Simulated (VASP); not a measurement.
# RbCl (Fm-3m) in VASP: notebook

The runs below take RbCl through single point, with PBE.

All numbers are computed with VASP 6.6.1; they aren't measurements. Logs are shortened: lines on timing, memory, paths and dates and some standing lists are left out, and cuts for length are marked.

### 1 The cell of the first run

The structure is cubic, space group Fm-3m (No. 225). Conventional cell: a = 6.322 Å, b = 6.322 Å, c = 6.322 Å, α = 90.00°, β = 90.00°, γ = 90.00°. Rb (site symmetry m-3m) has 6 Cl at 3.16 Å within 4.2 Å. Cl (site symmetry m-3m) has 6 Rb at 3.16 Å within 4.2 Å.

### 2 Single point, PBE

INCAR

```
SYSTEM = RbCl
ALGO = Normal
EDIFF = 1E-6
ENCUT = 500
GGA = PE
GGA_COMPAT = .False.
ISIF = 2
ISMEAR = 0
LASPH = .True.
LCHARG = .False.
LREAL = .False.
LWAVE = .False.
NBANDS = 15
NELM = 120
PREC = Accurate
SIGMA = 0.01
```

KPOINTS

```
k-points
0
Gamma
  5 5 5
  0 0 0
```

POSCAR

```
RbCl
1.0
    0.0000000000      3.1610122452      3.1610122452
    3.1610122452      0.0000000000      3.1610122452
    3.1610122452      3.1610122452      0.0000000000
Rb Cl
1 1
Direct
    0.0000000000      0.0000000000      0.0000000000
    0.5000000000      0.5000000000      0.5000000000
```

Potentials or basis: VASP PAW PBE potentials, release 64 (Rb_sv, Cl).

Command:

```sh
> cat potpaw_PBE.64/Rb_sv/POTCAR potpaw_PBE.64/Cl/POTCAR > POTCAR
> mpirun -np 1 vasp_std > vasp.out
```

OUTCAR:

```text
SYSTEM = RbCl
   EDIFF = 1E-6
   ENCUT = 500
   GGA = PE
   ISIF = 2
   ISMEAR = 0
   LASPH = .True.
   LREAL = .False.
   NELM = 120
   PREC = Accurate

 ion  position               nearest neighbor table
   1  0.000  0.000  0.000-   2 3.16   2 3.16   2 3.16   2 3.16   2 3.16   2 3.16
   2  0.500  0.500  0.500-   1 3.16   1 3.16   1 3.16   1 3.16   1 3.16   1 3.16

  LATTYP: Found a face centered cubic cell.
 ALAT       =     6.3220244904

  Lattice vectors:

 A1 = (   0.0000000000,   3.1610122452,   3.1610122452)
 A2 = (   3.1610122452,   0.0000000000,   3.1610122452)
 A3 = (   3.1610122452,   3.1610122452,   0.0000000000)

Analysis of symmetry for initial positions (statically):
=====================================================================
 Subroutine PRICEL returns:
 Original cell was already a primitive cell.

 Routine SETGRP: Setting up the symmetry group for a
 face centered cubic supercell.

 Subroutine GETGRP returns: Found 48 space group operations
 (whereof 48 operations were pure point group operations)
 out of a pool of 48 trial point group operations.

The static configuration has the point symmetry O_h .

Analysis of symmetry for dynamics (positions and initial velocities):
=====================================================================
 Subroutine PRICEL returns:
 Original cell was already a primitive cell.

 Routine SETGRP: Setting up the symmetry group for a
 face centered cubic supercell.

 Subroutine GETGRP returns: Found 48 space group operations
 (whereof 48 operations were pure point group operations)
 out of a pool of 48 trial point group operations.

The dynamic configuration has the point symmetry O_h .

 Subroutine INISYM returns: Found 48 space group operations
 (whereof 48 operations are pure point group operations),
 and found     1 'primitive' translations

----------------------------------------------------------------------------------------

                                     Primitive cell

  volume of cell :      63.1697

  direct lattice vectors                    reciprocal lattice vectors
     0.000000000  3.161012245  3.161012245    -0.158177179  0.158177179  0.158177179
     3.161012245  0.000000000  3.161012245     0.158177179 -0.158177179  0.158177179
     3.161012245  3.161012245  0.000000000     0.158177179  0.158177179 -0.158177179

  length of vectors
[... 76 lines left out ...]
   TEBEG  =    0.0;   TEEND  =   0.0 temperature during run
   PSTRESS=    0.0 pullay stress
   NELECT =      16.0000    total number of electrons
   NUPDOWN=      -1.0000    fix difference up-down
   EMIN   =  10.00;   EMAX   =-10.00  energy-range for DOS
   EFERMI =   0.00;   METHOD = LEGACY
   ISMEAR =     0;   SIGMA  =   0.01  broadening in eV -4-tet -1-fermi 0-gaus
   EFERMI_NEDOS =   21; number of points for ismear=-14 and -15
   IALGO  =     38    algorithm
   IMIX   =      4    mixing-type and parameters
     AMIX     =   0.40;   BMIX     =  1.00
     AMIX_MAG =   1.60;   BMIX_MAG =  1.00
  volume/ion in A,a.u.               =      31.58       213.14
  Fermi-wavevector in a.u.,A,eV,Ry     =   1.035807  1.957391 14.597625  1.072895
  Thomas-Fermi vector in A             =   2.170167
   LORBIT       =      0    0 simple, 1 ext, 2 COOP (PROOUT), +10 PAW based schemes
   GGA     = PE    functional components
   LHFCALC =     F    Hartree Fock is set to
   AEXX    =    0.0000 exact exchange contribution
   IVDW    =     0    specifies the selected vdW correction
   LEPSILON=     F    determine dielectric tensor
   LRPA    =     F    only Hartree local field effects (RPA)
 non-spin polarized calculation
 Gauss-broadening in eV      SIGMA  =   0.01
  energy-cutoff  :      500.00
  volume of cell :       63.17
 maximum number of plane-waves:      1639
 NGX is ok and might be reduce to    36
   NGX = 17   NGY = 17   NGZ = 17

 number of electron      16.0000000 magnetization

 Free energy of the ion-electron system (eV)
  ---------------------------------------------------
  ext. energy  EPLUGINS =         0.00000000
  ---------------------------------------------------
  free energy    TOTEN  =        -6.55287221 eV

  energy without entropy =       -6.55287221  energy(sigma->0) =       -6.55287221

 E-fermi :  -1.3123     XC(G=0):  -7.8513

 val. band max:       -1.3783174160   @ k =   0.0000   0.0000   0.0000
 cond. band min:       4.0303545855   @ k =   0.0000   0.0000   0.0000
 fundamental gap:      5.4086720015
 Fermi energy:        -1.3122837116

 k-point     1 :       0.0000    0.0000    0.0000
  band No.  band energies     occupation
      1     -25.0387      2.00000
      2     -13.4982      2.00000
      3      -9.0845      2.00000
      4      -9.0845      2.00000
      5      -9.0845      2.00000
      6      -1.3783      2.00000
      7      -1.3783      2.00000
      8      -1.3783      2.00000
      9       4.0304      0.00000
     10       6.6651      0.00000
     11       6.6651      0.00000
     12       6.6651      0.00000
     13       7.7312      0.00000
     14       7.7312      0.00000
[... 149 lines left out ...]
      2     -13.5131      2.00000
      3      -9.3149      2.00000
      4      -9.3097      2.00000
      5      -9.0674      2.00000
      6      -1.9768      2.00000
      7      -1.7126      2.00000
      8      -1.5643      2.00000
      9       5.9632      0.00000
     10       6.9703      0.00000
     11       8.3163      0.00000
     12       9.3137      0.00000
     13      10.1478      0.00000
     14      10.3501      0.00000
     15      11.4240      0.00000

------------------------ aborting loop because EDIFF is reached ----------------------------------------

  FORCE on cell =-STRESS in cart. coord.  units (eV):
  Direction    XX          YY          ZZ          XY          YZ          ZX
  --------------------------------------------------------------------------------------
  -------------------------------------------------------------------------------------
  Total        1.5078751      1.5078751      1.5078751      0.0000000     -0.0000000      0.0000000
  in kB       38.2443617     38.2443617     38.2443617      0.0000000     -0.0000000      0.0000000
  external PRESSURE =      38.2443617 kB  Pullay stress =       0.0000000 kB

 VOLUME and BASIS-vectors are now :
 -----------------------------------------------------------------------------
  energy-cutoff  :      500.00
  volume of cell :       63.17
      direct lattice vectors                 reciprocal lattice vectors
     0.000000000  3.161012245  3.161012245    -0.158177179  0.158177179  0.158177179
     3.161012245  0.000000000  3.161012245     0.158177179 -0.158177179  0.158177179
     3.161012245  3.161012245  0.000000000     0.158177179  0.158177179 -0.158177179

 POSITION                                       TOTAL-FORCE (eV/Angst)
 -----------------------------------------------------------------------------------
      0.00000      0.00000      0.00000         0.000000     -0.000000      0.000000
      3.16101      3.16101      3.16101        -0.000000      0.000000     -0.000000
 -----------------------------------------------------------------------------------
    total drift:                                0.000000      0.000000      0.000000

  FREE ENERGIE OF THE ION-ELECTRON SYSTEM (eV)
  ---------------------------------------------------
  free  energy   TOTEN  =        -6.5528722086 eV

  energy  without entropy=       -6.5528722086  energy(sigma->0) =       -6.55287221
```

It took 22 s on 1 thread of Intel Xeon 8259CL, shared host; peak memory 0.2 GiB.

What came out:

```
Free energy            : -6.5529 eV
Pressure               : 3.8 GPa
Band gap on the k mesh : 5.41 eV, direct
```

Levels at points of the mesh, in eV from the valence-band top:
| k point | band 5 | band 6 | band 7 | band 8 | band 9 | band 10 | band 11 | band 12 |
| --- | --- | --- | --- | --- | --- | --- | --- | --- |
| (0.00, 0.00, 0.00) | -7.71 | 0.00 | 0.00 | 0.00 | 5.41 | 8.04 | 8.04 | 8.04 |

### 3 Single point, PBE

This run uses another cell than the first one, of 32.46 Å³/atom, 1.028 times its volume.

INCAR

```
SYSTEM = RbCl
PREC     = Accurate       ! precision mode
ENCUT    = 500            ! plane-wave cutoff, eV
EDIFF    = 1E-6           ! SCF threshold, eV
ISMEAR   = 0              ! smearing method
SIGMA    = 0.01           ! smearing width, eV
LREAL    = .FALSE.        ! projectors in reciprocal space
LASPH    = .TRUE.         ! aspherical terms in the spheres
NELM     = 120            ! most SCF steps
ALGO     = Normal         ! electronic algorithm
ISIF     = 2              ! what is computed and relaxed
LWAVE    = .FALSE.        ! write WAVECAR
LCHARG   = .FALSE.        ! write CHGCAR
GGA      = PE             ! functional
NBANDS   = 15             ! bands
GGA_COMPAT= .FALSE.
```

KPOINTS

```
Automatic mesh
0
G
  5 5 5
  0 0 0
```

POSCAR

```
RbCl
1.0
    0.0000000000      3.1900139775      3.1900139775
    3.1900139775      0.0000000000      3.1900139775
    3.1900139775      3.1900139775      0.0000000000
Rb Cl
1 1
Direct
    0.0000000000      0.0000000000      0.0000000000
    0.5000000000      0.5000000000      0.5000000000
```

Potentials or basis: VASP PAW PBE potentials, release 64 (Rb_sv, Cl).

Command:

```sh
> cat potpaw_PBE.64/Rb_sv/POTCAR potpaw_PBE.64/Cl/POTCAR > POTCAR
> mpirun -np 1 vasp_std > vasp.out
```

It took 22 s on 1 thread of Intel Xeon 8259CL, shared host; peak memory 0.2 GiB.

It converged, with:

| Item | Value |
| --- | --- |
| Free energy | -6.5906 eV |
| Pressure | 3.0 GPa |
| Band gap on the k mesh | 5.31 eV, direct |

Levels at points of the mesh, in eV from the valence-band top:
| k point | band 4 | band 5 | band 6 | band 7 | band 8 | band 9 | band 10 | band 11 | band 12 | band 13 |
| --- | --- | --- | --- | --- | --- | --- | --- | --- | --- | --- |
| (0.00, 0.00, 0.00) | -7.76 | -7.76 | 0.00 | 0.00 | 0.00 | 5.31 | 8.04 | 8.04 | 8.04 | 9.08 |
